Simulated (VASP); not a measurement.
Here is a VASP 6.6.1 calculation.

The input INCAR:

```
PREC = Accurate ; ENCUT = 520
EDIFF = 1E-7 ; ISMEAR = 0
SIGMA = 0.05 ; LREAL = F
LASPH = T ; NELM = 100
ALGO = Normal ; ISIF = 2
LWAVE = F ; LCHARG = T
LDIPOL = T ; IDIPOL = 3
DIPOL = 0.5 0.5 0.500 ; GGA = PE
IVDW = 12 ; LELF = T
LVHAR = T ; LVACPOTAV = T
NBANDS = 20
```

File KPOINTS:

```
regular mesh
0
Gamma
  12 12 1
```

POSCAR

```
SnSe2
1.0
    3.8244691777      0.0000000000      0.0000000000
   -1.9122345888      3.3120874638      0.0000000000
    0.0000000000      0.0000000000     23.0685001926
Se Sn
2 1
Direct
    0.6666666667      0.3333333333      0.4305986108
    0.3333333333      0.6666666667      0.5694013831
    0.0000000000      0.0000000000      0.5000000061
```

Potentials or basis: VASP PAW PBE potentials, release 64 (Se, Sn_d).

Run with:

```console
$ cat potpaw_PBE.64/Se/POTCAR potpaw_PBE.64/Sn_d/POTCAR > POTCAR
$ mpirun -np 1 vasp_std > vasp.out
```

Task: Estimate the dispersion energy per atom.

Result: -0.253 eV.

Task: Predict the band gap on the k mesh.

Result: 0.77 eV, indirect (least direct gap 1.11 eV).

Forces in eV/Å, atoms in the order of the input:
```
Se   0.000  0.000 -0.010
Se   0.000  0.000  0.010
Sn   0.000  0.000  0.000
```

Caveat: spin-orbit coupling is left out, which moves the levels of the heavy elements.
